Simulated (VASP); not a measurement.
# Cu2SnWS4 (I-42m) in VASP: single point with PBE

Aim: the single point of Cu2SnWS4 with PBE.

Everything below comes from runs of VASP 6.6.1. Logs are shortened: lines on timing, memory, paths and dates and some standing lists are left out, and cuts for length are marked.

### Step 1. The cell of the first run

It takes space group I-42m (No. 121, tetragonal). Conventional cell: a = 5.830 Å, b = 5.830 Å, c = 10.127 Å, α = 90.00°, β = 90.00°, γ = 90.00°. Sn (site symmetry -42m) has 4 S at 2.76 Å within 3.6 Å. Within 3.0 Å of W (site symmetry -42m) lie 4 S at 2.28 Å. S (site symmetry m) has 1 W at 2.28 Å and 2 Cu at 2.35 Å and 1 Sn at 2.76 Å within 3.0 Å. Cu (site symmetry -4) has 4 S at 2.35 Å within 3.1 Å.

### Step 2. Single point, PBE

The input, INCAR:

```
PREC = Accurate ; ENCUT = 520
EDIFF = 1E-6 ; ISMEAR = -1
SIGMA = 0.0196 ; LREAL = False
LASPH = True ; NELM = 60
ALGO = Normal ; ISIF = 2
LWAVE = False ; LCHARG = False
GGA = PE ; NBANDS = 47
```

The input, KPOINTS:

```
Automatic mesh
0
Gamma
  6 6 6
```

The input, POSCAR:

```
Cu2SnWS4
1.0
    0.0000000000      5.8300424764      0.0000002682
    5.8300424764      0.0000000000      0.0000002682
    2.9150214711      2.9150214711     -5.0632793406
Sn W S Cu
1 1 4 2
Direct
    0.5000000000      0.5000000000      0.0000000000
    0.0000000000      0.0000000000      0.0000000000
    0.3558258562      0.3558258562      0.7165550009
    0.6441741438      0.0723808571      0.2834449991
    0.9276191429      0.9276191429      0.7165550009
    0.0723808571      0.6441741438      0.2834449991
    0.7500000000      0.2500000000      0.5000000000
    0.2500000000      0.7500000000      0.5000000000
```

Potentials or basis: VASP PAW PBE potentials, release 64 (Sn_d, W_sv, S, Cu).

The run is started by

```sh
> cat potpaw_PBE.64/Sn_d/POTCAR potpaw_PBE.64/W_sv/POTCAR potpaw_PBE.64/S/POTCAR potpaw_PBE.64/Cu/POTCAR > POTCAR
> mpirun -np 1 vasp_std > vasp.out
```

OUTCAR:

```text
PREC = Accurate
   ENCUT = 520
   EDIFF = 1E-6
   ISMEAR = -1
   LREAL = False
   LASPH = True
   NELM = 60
   ISIF = 2
   GGA = PE

 ion  position               nearest neighbor table
   1  0.500  0.500  0.000-   3 2.76   4 2.76   6 2.76   5 2.76
   2  0.000  0.000  0.000-   5 2.28   4 2.28   6 2.28   3 2.28
   3  0.356  0.356  0.717-   2 2.28   7 2.35   8 2.35   1 2.76
   4  0.644  0.072  0.283-   2 2.28   7 2.35   8 2.35   1 2.76
   5  0.928  0.928  0.717-   2 2.28   7 2.35   8 2.35   1 2.76
   6  0.072  0.644  0.283-   2 2.28   8 2.35   7 2.35   1 2.76
   7  0.750  0.250  0.500-   4 2.35   5 2.35   3 2.35   6 2.35
   8  0.250  0.750  0.500-   6 2.35   5 2.35   3 2.35   4 2.35

  LATTYP: Found a body centered tetragonal cell.
 ALAT       =     5.8300424764
 C/A-ratio  =     1.7369614816

  Lattice vectors:

 A1 = (  -2.9150214711,   2.9150210053,   5.0632796088)
 A2 = (   2.9150210053,  -2.9150214711,   5.0632796088)
 A3 = (   2.9150214711,   2.9150214711,  -5.0632793406)

Analysis of symmetry for initial positions (statically):
=====================================================================
 Subroutine PRICEL returns:
 Original cell was already a primitive cell.

 Routine SETGRP: Setting up the symmetry group for a
 body centered tetragonal supercell.

 Subroutine GETGRP returns: Found  8 space group operations
 (whereof  8 operations were pure point group operations)
 out of a pool of 16 trial point group operations.

The static configuration has the point symmetry D_2d.

Analysis of symmetry for dynamics (positions and initial velocities):
=====================================================================
 Subroutine PRICEL returns:
 Original cell was already a primitive cell.

 Routine SETGRP: Setting up the symmetry group for a
 body centered tetragonal supercell.

 Subroutine GETGRP returns: Found  8 space group operations
 (whereof  8 operations were pure point group operations)
 out of a pool of 16 trial point group operations.

The dynamic configuration has the point symmetry D_2d.

 Subroutine INISYM returns: Found  8 space group operations
 (whereof  8 operations are pure point group operations),
 and found     1 'primitive' translations

----------------------------------------------------------------------------------------

                                     Primitive cell

  volume of cell :     172.0978

  direct lattice vectors                    reciprocal lattice vectors
     0.000000000  5.830042476  0.000000268    -0.000000005  0.171525332  0.098750233
     5.830042476  0.000000000  0.000000268     0.171525332 -0.000000005  0.098750233
     2.915021471  2.915021471 -5.063279341     0.000000009  0.000000009 -0.197500450

  length of vectors
     5.830042476  5.830042476  6.529280055     0.197920560  0.197920560  0.197500450

  position of ions in fractional coordinates (direct lattice)
     0.500000000  0.500000000  0.000000000
     0.000000000  0.000000000  0.000000000
     0.355825856  0.355825856  0.716555001
     0.644174144  0.072380857  0.283444999
     0.927619143  0.927619143  0.716555001
     0.072380857  0.644174144  0.283444999
     0.750000000  0.250000000  0.500000000
     0.250000000  0.750000000  0.500000000

  ion indices of the primitive-cell ions
   primitive index   ion index
                 1           1
                 2           2
                 3           3
                 4           4
                 5           5
                 6           6
                 7           7
                 8           8

----------------------------------------------------------------------------------------

 KPOINTS: Automatic mesh

Automatic generation of k-mesh.
 Grid dimensions read from file:
 generate k-points for:    6    6    6

 Generating k-lattice:

  Cartesian coordinates                     Fractional coordinates (reciprocal lattice)
    -0.000000001  0.028587555  0.016458372     0.166666667  0.000000000  0.000000000
     0.028587555 -0.000000001  0.016458372     0.000000000  0.166666667  0.000000000
     0.000000002  0.000000002 -0.032916742     0.000000000  0.000000000  0.166666667

  Length of vectors
     0.032986760  0.032986760  0.032916742

  Shift w.r.t. Gamma in fractional coordinates (k-lattice)
     0.000000000  0.000000000  0.000000000

 Subroutine IBZKPT returns following result:
 ===========================================

 Found     30 irreducible k-points:

 Following reciprocal coordinates:
            Coordinates               Weight
  0.000000  0.000000  0.000000      1.000000
  0.166667  0.000000  0.000000      8.000000
  0.333333  0.000000  0.000000      8.000000
  0.500000 -0.000000  0.000000      4.000000
  0.166667  0.166667  0.000000      8.000000
  0.333333  0.166667  0.000000     16.000000
[... 16 lines left out ...]
 -0.333333 -0.333333  0.166667      4.000000
 -0.166667 -0.333333  0.166667     16.000000
 [... further k-points ...]
   k-points           NKPTS =     30   k-points in BZ     NKDIM =     30   number of bands    NBANDS=     47
   number of dos      NEDOS =    301   number of ions     NIONS =      8
   total plane-waves  NPLWV = 115200
   dimension x,y,z NGX =    48 NGY =   48 NGZ =   50
   dimension x,y,z NGXF=    96 NGYF=   96 NGZF=  100
   ions per type =               1   1   4   2
   NGX,Y,Z   is equivalent  to a cutoff of  13.69, 13.69, 12.73 a.u.
   NGXF,Y,Z  is equivalent  to a cutoff of  27.37, 27.37, 25.46 a.u.
 SYSTEM =  unknown system
   PREC   = accura    normal or accurate (medium, high low for compatibility)
   ISTART =      0    job   : 0-new  1-cont  2-samecut
   ICHARG =      2    charge: 1-file 2-atom 10-const
   ISPIN  =      1    spin polarized calculation?
   LNONCOLLINEAR =      F non collinear calculations
   LSORBIT =      F    spin-orbit coupling
   LASPH  =      T    aspherical Exc in radial PAW
   ENCUT  =  520.0 eV  38.22 Ry    6.18 a.u.  10.84 10.84 12.14*2*pi/ulx,y,z
   NELM   =     60;   NELMIN=  2; NELMDL= -5     # of ELM steps
   EDIFF  = 0.1E-05   stopping-criterion for ELM
   LREAL  =      F    real-space projection
   EDIFFG = 0.1E-04   stopping-criterion for IOM
   NSW    =      0    number of steps for IOM
   IBRION =     -1    ionic relax: 0-MD 1-quasi-New 2-CG
   NFREE  =      0    steps in history (QN), initial steepest desc. (CG)
   ISIF   =      2    stress and relaxation
   ISYM   =      2    0-nonsym 1-usesym 2-fastsym
   POTIM  = 0.5000    time-step for ionic-motion
   TEBEG  =    0.0;   TEEND  =   0.0 temperature during run
   PSTRESS=    0.0 pullay stress
   NELECT =      74.0000    total number of electrons
   NUPDOWN=      -1.0000    fix difference up-down
   EMIN   =  10.00;   EMAX   =-10.00  energy-range for DOS
   EFERMI =   0.00;   METHOD = LEGACY
   ISMEAR =    -1;   SIGMA  =   0.02  broadening in eV -4-tet -1-fermi 0-gaus
   EFERMI_NEDOS =   21; number of points for ismear=-14 and -15
   IALGO  =     38    algorithm
   IMIX   =      4    mixing-type and parameters
     AMIX     =   0.40;   BMIX     =  1.00
     AMIX_MAG =   1.60;   BMIX_MAG =  1.00
  volume/ion in A,a.u.               =      21.51       145.17
  Fermi-wavevector in a.u.,A,eV,Ry     =   1.235645  2.335030 20.773619  1.526818
  Thomas-Fermi vector in A             =   2.370286
   LORBIT       =      0    0 simple, 1 ext, 2 COOP (PROOUT), +10 PAW based schemes
   GGA     = PE    functional components
   LHFCALC =     F    Hartree Fock is set to
   AEXX    =    0.0000 exact exchange contribution
   IVDW    =     0    specifies the selected vdW correction
   LEPSILON=     F    determine dielectric tensor
   LRPA    =     F    only Hartree local field effects (RPA)
 non-spin polarized calculation
  energy-cutoff  :      520.00
  volume of cell :      172.10
 maximum number of plane-waves:      4683
 NGX is ok and might be reduce to    48
   NGX = 21   NGY = 21   NGZ = 25

 number of electron      74.0000001 magnetization

 Free energy of the ion-electron system (eV)
  ---------------------------------------------------
  ext. energy  EPLUGINS =         0.00000000
  ---------------------------------------------------
  free energy    TOTEN  =       -42.24907609 eV

  energy without entropy =      -42.24382891  energy(sigma->0) =      -42.24645250

 E-fermi :   5.9351     XC(G=0):  -9.7565

 val. band max:        5.9179117097   @ k =   0.5000  -0.0000   0.0000
 cond. band min:       5.9694355584   @ k =   0.5000   0.1667   0.0000
 fundamental gap:      0.0515238487
 Fermi energy:         5.9350648510

 k-point     1 :       0.0000    0.0000    0.0000
  band No.  band energies     occupation
      1     -68.8600      2.00000
      2     -33.1645      2.00000
      3     -33.1645      2.00000
      4     -33.1593      2.00000
      5     -16.3414      2.00000
      6     -16.3227      2.00000
[... 39 lines left out ...]
     46      10.7583      0.00000
     47      11.4438      0.00000

 k-point     2 :       0.1667    0.0000    0.0000
  band No.  band energies     occupation
      1     -68.8600      2.00000
      2     -33.1646      2.00000
      3     -33.1646      2.00000
      4     -33.1593      2.00000
      5     -16.3414      2.00000
      6     -16.3227      2.00000
[... 39 lines left out ...]
     46      10.7838      0.00000
     47      10.9215      0.00000

 k-point     3 :       0.3333    0.0000    0.0000
  band No.  band energies     occupation
      1     -68.8600      2.00000
      2     -33.1646      2.00000
      3     -33.1646      2.00000
      4     -33.1594      2.00000
      5     -16.3414      2.00000
      6     -16.3227      2.00000
[... 39 lines left out ...]
     46      10.2881      0.00000
     47      10.8768      0.00000

 k-point     4 :       0.5000   -0.0000    0.0000
  band No.  band energies     occupation
      1     -68.8600      2.00000
      2     -33.1646      2.00000
      3     -33.1646      2.00000
      4     -33.1594      2.00000
      5     -16.3414      2.00000
      6     -16.3227      2.00000
[... 939 lines left out ...]
     46      10.0040      0.00000
     47      10.7851      0.00000

 k-point    23 :      -0.3333   -0.3333    0.1667
  band No.  band energies     occupation
      1     -68.8600      2.00000
      2     -33.1646      2.00000
      3     -33.1646      2.00000
      4     -33.1594      2.00000
      5     -16.3416      2.00000
      6     -16.3228      2.00000
[... 39 lines left out ...]
     46      10.1472      0.00000
     47      11.0510      0.00000

 k-point    24 :      -0.1667   -0.3333    0.1667
  band No.  band energies     occupation
      1     -68.8600      2.00000
      2     -33.1646      2.00000
      3     -33.1646      2.00000
      4     -33.1594      2.00000
      5     -16.3414      2.00000
      6     -16.3227      2.00000
[... 39 lines left out ...]
     46      10.5503      0.00000
     47      10.7275      0.00000

 [... further k-points ...]
[... 5 lines left out ...]
  --------------------------------------------------------------------------------------
  -------------------------------------------------------------------------------------
  Total        0.1467268      0.1467268      0.0674173      0.0000000      0.0000000      0.0000000
  in kB        1.3659808      1.3659808      0.6276342      0.0000000      0.0000000      0.0000000
  external PRESSURE =       1.1198653 kB  Pullay stress =       0.0000000 kB

 VOLUME and BASIS-vectors are now :
 -----------------------------------------------------------------------------
  energy-cutoff  :      520.00
  volume of cell :      172.10
      direct lattice vectors                 reciprocal lattice vectors
     0.000000000  5.830042476  0.000000268    -0.000000005  0.171525332  0.098750233
     5.830042476  0.000000000  0.000000268     0.171525332 -0.000000005  0.098750233
     2.915021471  2.915021471 -5.063279341     0.000000009  0.000000009 -0.197500450

 POSITION                                       TOTAL-FORCE (eV/Angst)
 -----------------------------------------------------------------------------------
      2.91502      2.91502      0.00000        -0.000000     -0.000000      0.000000
      0.00000      0.00000      0.00000        -0.000000     -0.000000      0.000000
      4.16325      4.16325     -3.62812        -0.000287     -0.000287     -0.009173
      1.24823      4.58181     -1.43516        -0.000287      0.000287      0.009173
      7.49683      7.49683     -3.62812         0.000287      0.000287     -0.009173
      4.58181      1.24823     -1.43516         0.000287     -0.000287      0.009173
      2.91502      5.83004     -2.53164        -0.000000      0.000000     -0.000000
      5.83004      2.91502     -2.53164         0.000000      0.000000      0.000000
 -----------------------------------------------------------------------------------
    total drift:                                0.000007      0.000007      0.000005

  FREE ENERGIE OF THE ION-ELECTRON SYSTEM (eV)
  ---------------------------------------------------
  free  energy   TOTEN  =       -42.2490760905 eV

  energy  without entropy=      -42.2438289111  energy(sigma->0) =      -42.24645250
```

It took 2.7 min on 1 thread of Intel Xeon 6975P-C (Granite Rapids), shared host; peak memory 0.48 GiB.

Results:

| Quantity | Value |
| --- | --- |
| Free energy | -42.2491 eV |
| Pressure | 0.1 GPa |
| Largest force | 0.009 eV/Å |
| Band gap on the k mesh | zero (bands 37 and 38 overlap by 0.25 eV) |

Forces in eV/Å, atoms in the order of the input:
```
Sn   0.000  0.000  0.000
W    0.000  0.000  0.000
S    0.000  0.000 -0.009
S    0.000  0.000  0.009
S    0.000  0.000 -0.009
S    0.000  0.000  0.009
Cu   0.000  0.000  0.000
Cu   0.000  0.000  0.000
```

Caveat: spin-orbit coupling is left out, which moves the levels of the heavy elements. With open d or f shells a metallic result of PBE can be an artefact of self-interaction; +U or a hybrid may open a gap.

The gap in the log of VASP goes by the Fermi energy; the results here count the filled bands.